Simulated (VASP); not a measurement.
# W2Br3 (P4mm) in VASP: notebook

The runs below take W2Br3 through single point, with PBE.

All numbers are computed with VASP 6.6.1; they aren't measurements. Logs are shortened: lines on timing, memory, paths and dates and some standing lists are left out, and cuts for length are marked.

### Step 1. The cell of the first run

The structure is tetragonal, space group P4mm (No. 99). Conventional cell: a = 4.396 Å, b = 4.396 Å, c = 6.475 Å, α = 90.00°, β = 90.00°, γ = 90.00°. W (site symmetry 4mm) has 6 Br at 2.82 to 3.57 Å within 3.7 Å. Within 3.8 Å of W (site symmetry 4mm) lie 8 Br at 2.92 to 3.11 Å. Within 3.7 Å of Br (site symmetry 2mm) lie 4 W at 2.82 to 2.92 Å and 6 Br at 2.84 to 3.11 Å. Within 3.7 Å of Br (site symmetry 4mm) lie 4 Br at 2.84 Å and 6 W at 2.91 to 3.57 Å.

The cell was built from a structure type or drawn by symmetry, and may not be a known phase.

### Step 2. Single point, PBE, collinear spin

Contents of INCAR:

```
SYSTEM = W2Br3
ALGO = Normal ; EDIFF = 1E-6
ENCUT = 520 ; GGA = PE
ISIF = 2 ; ISMEAR = 0
ISPIN = 2 ; LASPH = .TRUE.
LCHARG = .FALSE. ; LMAXMIX = 4
LORBIT = 11 ; LREAL = .FALSE.
LWAVE = .FALSE. ; MAGMOM = 1.96 3.08 0.03 0.03 0.04
NBANDS = 36 ; NELM = 150
PREC = Accurate ; SIGMA = 0.1
```

Contents of KPOINTS:

```
k-points
0
G
  4 4 4
  0 0 0
```

Contents of POSCAR:

```
W2Br3
1.0
    4.3962385100      0.0000000000      0.0000000000
    0.0000000000      4.3962385100      0.0000000000
    0.0000000000      0.0000000000      6.4751266700
W Br
2 3
Direct
    0.0000000000      0.0000000000      0.7211286400
    0.5000000000      0.5000000000      0.2898103300
    0.5000000000      0.0000000000      0.9934612500
    0.0000000000      0.5000000000      0.9934612500
    0.0000000000      0.0000000000      0.2721384500
```

Potentials or basis: VASP PAW PBE potentials, release 64 (W_sv, Br).

The run is started by

```
> cat potpaw_PBE.64/W_sv/POTCAR potpaw_PBE.64/Br/POTCAR > POTCAR
> mpirun -np 1 vasp_std > vasp.out
```

OUTCAR:

```text
SYSTEM = W2Br3
   EDIFF = 1E-6
   ENCUT = 520
   GGA = PE
   ISIF = 2
   ISMEAR = 0
   ISPIN = 2
   LASPH = .TRUE.
   LORBIT = 11
   LREAL = .FALSE.
   NELM = 150
   PREC = Accurate

 ion  position               nearest neighbor table
   1  0.000  0.000  0.721-   3 2.82   4 2.82   4 2.82   3 2.82   5 2.91
   2  0.500  0.500  0.290-   3 2.92   4 2.92   3 2.92   4 2.92   5 3.11   5 3.11   5 3.11   5 3.11

   3  0.500  0.000  0.993-   1 2.82   1 2.82   2 2.92   2 2.92
   4  0.000  0.500  0.993-   1 2.82   1 2.82   2 2.92   2 2.92
   5  0.000  0.000  0.272-   1 2.91   2 3.11   2 3.11   2 3.11   2 3.11

  LATTYP: Found a simple tetragonal cell.
 ALAT       =     4.3962385100
 C/A-ratio  =     1.4728788384

  Lattice vectors:

 A1 = (   4.3962385100,   0.0000000000,   0.0000000000)
 A2 = (   0.0000000000,   4.3962385100,   0.0000000000)
 A3 = (   0.0000000000,   0.0000000000,   6.4751266700)

Analysis of symmetry for initial positions (statically):
=====================================================================
 Subroutine PRICEL returns:
 Original cell was already a primitive cell.

 Routine SETGRP: Setting up the symmetry group for a
 simple tetragonal supercell.

 Subroutine GETGRP returns: Found  8 space group operations
 (whereof  8 operations were pure point group operations)
 out of a pool of 16 trial point group operations.

The static configuration has the point symmetry C_4v.

Analysis of symmetry for dynamics (positions and initial velocities):
=====================================================================
 Subroutine PRICEL returns:
 Original cell was already a primitive cell.

 Routine SETGRP: Setting up the symmetry group for a
 simple tetragonal supercell.

 Subroutine GETGRP returns: Found  8 space group operations
 (whereof  8 operations were pure point group operations)
 out of a pool of 16 trial point group operations.

The dynamic configuration has the point symmetry C_4v.

Analysis of structural, dynamic, and magnetic symmetry:
=====================================================================
 Subroutine PRICEL returns:
 Original cell was already a primitive cell.

 Routine SETGRP: Setting up the symmetry group for a
 simple tetragonal supercell.

 Subroutine GETGRP returns: Found  8 space group operations
 (whereof  8 operations were pure point group operations)
 out of a pool of 16 trial point group operations.

The overall configuration has the point symmetry C_4v.

 Subroutine INISYM returns: Found  8 space group operations
 (whereof  8 operations are pure point group operations),
 and found     1 'primitive' translations

----------------------------------------------------------------------------------------

                                     Primitive cell

  volume of cell :     125.1442

  direct lattice vectors                    reciprocal lattice vectors
     4.396238510  0.000000000  0.000000000     0.227467185  0.000000000  0.000000000
     0.000000000  4.396238510  0.000000000     0.000000000  0.227467185  0.000000000
     0.000000000  0.000000000  6.475126670     0.000000000  0.000000000  0.154437133

  length of vectors
     4.396238510  4.396238510  6.475126670     0.227467185  0.227467185  0.154437133

  position of ions in fractional coordinates (direct lattice)
     0.000000000  0.000000000  0.721128640
     0.500000000  0.500000000  0.289810330
     0.500000000  0.000000000  0.993461250
     0.000000000  0.500000000  0.993461250
     0.000000000  0.000000000  0.272138450

  ion indices of the primitive-cell ions
   primitive index   ion index
                 1           1
                 2           2
                 3           3
                 4           4
                 5           5

----------------------------------------------------------------------------------------

 KPOINTS: k-points

Automatic generation of k-mesh.
 Grid dimensions read from file:
 generate k-points for:    4    4    4

 Generating k-lattice:

  Cartesian coordinates                     Fractional coordinates (reciprocal lattice)
     0.056866796  0.000000000  0.000000000     0.250000000  0.000000000  0.000000000
     0.000000000  0.056866796  0.000000000     0.000000000  0.250000000  0.000000000
     0.000000000  0.000000000  0.038609283     0.000000000  0.000000000  0.250000000

  Length of vectors
     0.056866796  0.056866796  0.038609283

  Shift w.r.t. Gamma in fractional coordinates (k-lattice)
     0.000000000  0.000000000  0.000000000

 Subroutine IBZKPT returns following result:
 ===========================================

 Found     18 irreducible k-points:

 Following reciprocal coordinates:
            Coordinates               Weight
  0.000000  0.000000  0.000000      1.000000
  0.250000  0.000000  0.000000      4.000000
  0.500000  0.000000  0.000000      2.000000
  0.250000  0.250000  0.000000      4.000000
  0.500000  0.250000  0.000000      4.000000
  0.500000  0.500000  0.000000      1.000000
[... 10 lines left out ...]
  0.500000  0.250000  0.500000      4.000000
  0.500000  0.500000  0.500000      1.000000
   k-points           NKPTS =     18   k-points in BZ     NKDIM =     18   number of bands    NBANDS=     36
   number of dos      NEDOS =    301   number of ions     NIONS =      5
   total plane-waves  NPLWV =  62208
   dimension x,y,z NGX =    36 NGY =   36 NGZ =   48
   dimension x,y,z NGXF=    72 NGYF=   72 NGZF=   96
   ions per type =               2   3
   NGX,Y,Z   is equivalent  to a cutoff of  13.61, 13.61, 12.32 a.u.
   NGXF,Y,Z  is equivalent  to a cutoff of  27.23, 27.23, 24.65 a.u.
 SYSTEM =  W2Br3
   PREC   = accura    normal or accurate (medium, high low for compatibility)
   ISTART =      0    job   : 0-new  1-cont  2-samecut
   ICHARG =      2    charge: 1-file 2-atom 10-const
   ISPIN  =      2    spin polarized calculation?
   LNONCOLLINEAR =      F non collinear calculations
   LSORBIT =      F    spin-orbit coupling
   LASPH  =      T    aspherical Exc in radial PAW
   ENCUT  =  520.0 eV  38.22 Ry    6.18 a.u.   8.17  8.17 12.04*2*pi/ulx,y,z
   NELM   =    150;   NELMIN=  2; NELMDL= -5     # of ELM steps
   EDIFF  = 0.1E-05   stopping-criterion for ELM
   LREAL  =      F    real-space projection
   EDIFFG = 0.1E-04   stopping-criterion for IOM
   NSW    =      0    number of steps for IOM
   IBRION =     -1    ionic relax: 0-MD 1-quasi-New 2-CG
   NFREE  =      0    steps in history (QN), initial steepest desc. (CG)
   ISIF   =      2    stress and relaxation
   ISYM   =      2    0-nonsym 1-usesym 2-fastsym
   POTIM  = 0.5000    time-step for ionic-motion
   TEBEG  =    0.0;   TEEND  =   0.0 temperature during run
   PSTRESS=    0.0 pullay stress
   NELECT =      49.0000    total number of electrons
   NUPDOWN=      -1.0000    fix difference up-down
   EMIN   =  10.00;   EMAX   =-10.00  energy-range for DOS
   EFERMI =   0.00;   METHOD = LEGACY
   ISMEAR =     0;   SIGMA  =   0.10  broadening in eV -4-tet -1-fermi 0-gaus
   EFERMI_NEDOS =   21; number of points for ismear=-14 and -15
   IALGO  =     38    algorithm
   IMIX   =      4    mixing-type and parameters
     AMIX     =   0.40;   BMIX     =  1.00
     AMIX_MAG =   1.60;   BMIX_MAG =  1.00
  volume/ion in A,a.u.               =      25.03       168.90
  Fermi-wavevector in a.u.,A,eV,Ry     =   1.197668  2.263265 19.516329  1.434410
  Thomas-Fermi vector in A             =   2.333577
   LORBIT       =     11    0 simple, 1 ext, 2 COOP (PROOUT), +10 PAW based schemes
   GGA     = PE    functional components
   LHFCALC =     F    Hartree Fock is set to
   AEXX    =    0.0000 exact exchange contribution
   IVDW    =     0    specifies the selected vdW correction
   LEPSILON=     F    determine dielectric tensor
   LRPA    =     F    only Hartree local field effects (RPA)
 spin polarized calculation
 Gauss-broadening in eV      SIGMA  =   0.10
  energy-cutoff  :      520.00
  volume of cell :      125.14
 maximum number of plane-waves:      3390
 NGX is ok and might be reduce to    36
   NGX = 17   NGY = 17   NGZ = 25

 number of electron      49.0000010 magnetization       1.2418992

 Free energy of the ion-electron system (eV)
  ---------------------------------------------------
  ext. energy  EPLUGINS =         0.00000000
  ---------------------------------------------------
  free energy    TOTEN  =       -20.46059311 eV

  energy without entropy =      -20.43148687  energy(sigma->0) =      -20.44603999

 E-fermi :   5.2453     XC(G=0):  -9.9449

 val. band max:        5.2349253200   @ k =   0.5000   0.2500   0.0000
 cond. band min:       5.2729979183   @ k =   0.0000   0.0000   0.5000
 fundamental gap:      0.0380725984
 Fermi energy:         5.2452840569

 spin component 1

 k-point     1 :       0.0000    0.0000    0.0000
  band No.  band energies     occupation
      1     -69.5168      1.00000
      2     -68.7739      1.00000
      3     -33.9603      1.00000
      4     -33.9603      1.00000
      5     -33.9056      1.00000
      6     -32.8181      1.00000
[... 691 lines left out ...]
     35      10.8699      0.00000
     36      11.6766      0.00000
 Fermi energy:         5.2452840569

 spin component 2

 k-point     1 :       0.0000    0.0000    0.0000
  band No.  band energies     occupation
      1     -69.8120      1.00000
      2     -68.1651      1.00000
      3     -34.1983      1.00000
      4     -34.1268      1.00000
      5     -34.1268      1.00000
      6     -32.1334      1.00000
[... 691 lines left out ...]
     35      11.9340      0.00000
     36      11.9711      0.00000

------------------------ aborting loop because EDIFF is reached ----------------------------------------

  FORCE on cell =-STRESS in cart. coord.  units (eV):
  Direction    XX          YY          ZZ          XY          YZ          ZX
  --------------------------------------------------------------------------------------
  -------------------------------------------------------------------------------------
  Total        3.6156671      3.6156671     -3.2578286      0.0000000      0.0000000      0.0000000
  in kB       46.2901147     46.2901147    -41.7088349      0.0000000      0.0000000      0.0000000
  external PRESSURE =      16.9571315 kB  Pullay stress =       0.0000000 kB

 VOLUME and BASIS-vectors are now :
 -----------------------------------------------------------------------------
  energy-cutoff  :      520.00
  volume of cell :      125.14
      direct lattice vectors                 reciprocal lattice vectors
     4.396238510  0.000000000  0.000000000     0.227467185  0.000000000  0.000000000
     0.000000000  4.396238510  0.000000000     0.000000000  0.227467185  0.000000000
     0.000000000  0.000000000  6.475126670     0.000000000  0.000000000  0.154437133

 POSITION                                       TOTAL-FORCE (eV/Angst)
 -----------------------------------------------------------------------------------
      0.00000      0.00000      4.66940         0.000000     -0.000000     -0.340601
      2.19812      2.19812      1.87656         0.000000      0.000000      0.969825
      2.19812      0.00000      6.43279         0.000000     -0.000000     -2.792831
      0.00000      2.19812      6.43279        -0.000000     -0.000000     -2.792831
      0.00000      0.00000      1.76213         0.000000     -0.000000      4.956438
 -----------------------------------------------------------------------------------
    total drift:                                0.000000      0.000000      0.000469

  FREE ENERGIE OF THE ION-ELECTRON SYSTEM (eV)
  ---------------------------------------------------
  free  energy   TOTEN  =       -20.4605931138 eV

  energy  without entropy=      -20.4314868707  energy(sigma->0) =      -20.44603999

 total charge

# of ion       s       p       d       tot
------------------------------------------
    1        2.235   6.058   3.298  11.591
    2        2.267   6.038   3.347  11.652
    3        1.643   3.158   0.075   4.876
    4        1.643   3.158   0.075   4.876
    5        1.649   3.105   0.072   4.825
--------------------------------------------------
tot          9.437  21.516   6.867  37.820

 magnetization (x)

# of ion       s       p       d       tot
------------------------------------------
    1       -0.071  -0.021  -2.121  -2.213
    2        0.131   0.027   2.761   2.919
    3        0.005   0.046   0.003   0.055
    4        0.005   0.046   0.003   0.055
    5        0.007   0.017   0.013   0.037
--------------------------------------------------
tot          0.078   0.116   0.658   0.852
```

It took 2.9 min on 1 thread of Intel Xeon Platinum 8488C (Sapphire Rapids), shared host; peak memory 0.35 GiB.

Results:

| Item | Value |
| --- | --- |
| Free energy | -20.4606 eV |
| Pressure | 1.7 GPa |
| Largest force | 4.956 eV/Å |
| Net moment | 1.24 μB per cell |
| Site moments | W -2.21, +2.92; Br +0.06, +0.04 (each value once) μB |
| Valence electrons inside the program's atomic spheres | W 11.59, 11.65; Br 4.88, 4.83 (each value once) |

Forces on the atoms (eV/Å):
```
W    0.000  0.000 -0.341
W    0.000  0.000  0.970
Br   0.000  0.000 -2.793
Br   0.000  0.000 -2.793
Br   0.000  0.000  4.956
```

Stress tensor (GPa, compression positive):
```
 4.63  0.00  0.00
 0.00  4.63  0.00
 0.00  0.00 -4.17
```

Levels at points of the mesh, in eV from the Fermi level:
Spin up:
| k point | band 23 | band 24 | band 25 | band 26 | band 27 | band 28 |
| --- | --- | --- | --- | --- | --- | --- |
| (0.00, 0.00, 0.00) | -1.24 | -1.20 | -0.28 | -0.28 | 0.07 | 1.15 |
| (0.50, 0.00, 0.00) | -0.55 | -0.46 | 0.33 | 0.69 | 0.88 | 1.03 |
| (0.50, 0.50, 0.00) | -0.45 | -0.45 | -0.17 | 0.15 | 0.26 | 1.06 |
| (0.00, 0.00, 0.50) | -0.80 | -0.26 | -0.25 | -0.25 | 0.03 | 1.09 |
| (0.50, 0.00, 0.50) | -0.64 | -0.16 | 0.74 | 0.99 | 1.00 | 1.26 |
| (0.50, 0.50, 0.50) | -0.91 | -0.49 | -0.49 | 0.14 | 1.12 | 1.12 |
Spin down:
```
           k point  band 21  band 22  band 23  band 24  band 25  band 26  band 27  band 28
(0.00, 0.00, 0.00)    -2.07    -1.00    -0.75    -0.73     0.68     0.68     0.68     0.85
(0.50, 0.00, 0.00)    -1.13    -1.05    -1.02    -0.29     0.64     1.17     1.26     2.21
(0.50, 0.50, 0.00)    -1.39    -0.96    -0.96    -0.75     0.44     0.74     1.11     2.01
(0.00, 0.00, 0.50)    -1.43    -0.96    -0.25    -0.17    -0.17     0.48     0.60     1.45
(0.50, 0.00, 0.50)    -0.95    -0.94    -0.75    -0.13     0.13     1.20     1.35     1.70
(0.50, 0.50, 0.50)    -1.79    -0.38    -0.37    -0.37     0.41     0.78     0.97     1.35
```

Caveat: spin-orbit coupling is left out, which moves the levels of the heavy elements; forces of over 1 eV/Å act on the atoms, so gaps and moduli don't describe the material at rest.

### Step 3. Single point, PBE, collinear spin

This run uses another cell than the first one, of 27.10 Å³/atom.

Contents of INCAR:

```
SYSTEM = W2Br3
ALGO     = Normal         ! electronic algorithm
EDIFF    = 1E-6           ! SCF threshold, eV
ENCUT    = 520            ! plane-wave cutoff, eV
GGA      = PE             ! functional
ISIF     = 2              ! what is computed and relaxed
ISMEAR   = 0              ! smearing method
ISPIN    = 2              ! spin polarisation
LASPH    = .True.         ! aspherical terms in the spheres
LCHARG   = .False.        ! write CHGCAR
LMAXMIX  = 4              ! l up to which the mixer works
LORBIT   = 11             ! projections on sites
LREAL    = .False.        ! projectors in reciprocal space
LWAVE    = .False.        ! write WAVECAR
MAGMOM   = -0.28 1.74 0.02 0.02 0.01 ! initial moments
NBANDS   = 36             ! bands
NELM     = 150            ! most SCF steps
PREC     = Accurate       ! precision mode
SIGMA    = 0.1            ! smearing width, eV
```

Contents of KPOINTS:

```
k-points
0
Gamma
  4 4 4
  0 0 0
```

Contents of POSCAR:

```
W2Br3
1.0
    4.0201197857      0.0000000000      0.0000000000
    0.0000000000      4.0201197857      0.0000000000
    0.0000000000      0.0000000000      8.3848889098
W Br
2 3
Direct
    0.0000000000      0.0000000000      0.6561241709
    0.5000000000      0.5000000000      0.5406828435
    0.5000000000      0.0000000000      0.8612231293
    0.0000000000      0.5000000000      0.8612231293
    0.0000000000      0.0000000000      0.3507466470
```

Potentials or basis: VASP PAW PBE potentials, release 64 (W_sv, Br).

The run is started by

```
> cat potpaw_PBE.64/W_sv/POTCAR potpaw_PBE.64/Br/POTCAR > POTCAR
> mpirun -np 1 vasp_std > vasp.out
```

It took 2.4 min on 1 thread of Intel Xeon Platinum 8488C (Sapphire Rapids), shared host; peak memory 0.34 GiB.

The run converged. Its results:

```
Free energy                                           : -25.5332 eV
Pressure                                              : 0.1 GPa
Largest force                                         : 0.036 eV/Å
Net moment                                            : 1.74 μB per cell
Site moments                                          : W -0.31, +1.57; Br +0.02, +0.01 (each value once) μB
Valence electrons inside the program's atomic spheres : W 11.79, 11.66; Br 4.91, 4.82 (each value once)
```

Forces on the atoms (eV/Å):
```
W    0.000  0.000  0.010
W    0.000  0.000 -0.036
Br   0.000  0.000  0.023
Br   0.000  0.000  0.023
Br   0.000  0.000 -0.019
```

Levels at points of the mesh, in eV from the Fermi level:
Spin up:
| k point | band 23 | band 24 | band 25 | band 26 | band 27 | band 28 |
| --- | --- | --- | --- | --- | --- | --- |
| (0.00, 0.00, 0.00) | -1.41 | -1.15 | -0.14 | -0.14 | 0.53 | 1.19 |
| (0.50, 0.00, 0.00) | -1.15 | -0.72 | -0.21 | 0.10 | 0.26 | 0.47 |
| (0.50, 0.50, 0.00) | -1.20 | -0.87 | 0.29 | 0.61 | 0.61 | 0.84 |
| (0.00, 0.00, 0.50) | -1.39 | -1.15 | -0.15 | -0.15 | 0.53 | 1.14 |
| (0.50, 0.00, 0.50) | -1.24 | -0.74 | -0.24 | 0.20 | 0.28 | 0.51 |
| (0.50, 0.50, 0.50) | -1.22 | -0.89 | 0.29 | 0.75 | 0.75 | 0.84 |
Spin down:
| k point | band 19 | band 20 | band 21 | band 22 | band 23 | band 24 | band 25 | band 26 | band 27 | band 28 |
| --- | --- | --- | --- | --- | --- | --- | --- | --- | --- | --- |
| (0.00, 0.00, 0.00) | -2.83 | -2.13 | -1.50 | -1.50 | -1.04 | 0.24 | 1.01 | 1.01 | 1.08 | 1.08 |
| (0.50, 0.00, 0.00) | -3.97 | -3.90 | -1.99 | -0.99 | -0.90 | -0.42 | 0.13 | 0.98 | 1.15 | 1.66 |
| (0.50, 0.50, 0.00) | -2.39 | -1.78 | -1.60 | -0.93 | -0.93 | 0.54 | 1.11 | 1.42 | 1.42 | 1.47 |
| (0.00, 0.00, 0.50) | -2.65 | -2.13 | -1.51 | -1.51 | -1.02 | 0.26 | 1.00 | 1.00 | 1.03 | 1.03 |
| (0.50, 0.00, 0.50) | -3.98 | -3.88 | -2.03 | -0.98 | -0.96 | -0.45 | 0.25 | 0.99 | 1.13 | 1.66 |
| (0.50, 0.50, 0.50) | -2.41 | -1.81 | -1.60 | -0.94 | -0.94 | 0.54 | 1.05 | 1.47 | 1.57 | 1.57 |

Caveat: the k points lie up to 0.39 Å⁻¹ apart; spin-orbit coupling is left out, which moves the levels of the heavy elements; this functional lacks dispersion, which binds the layers, so the pressure and a relaxed spacing across them are unreliable.
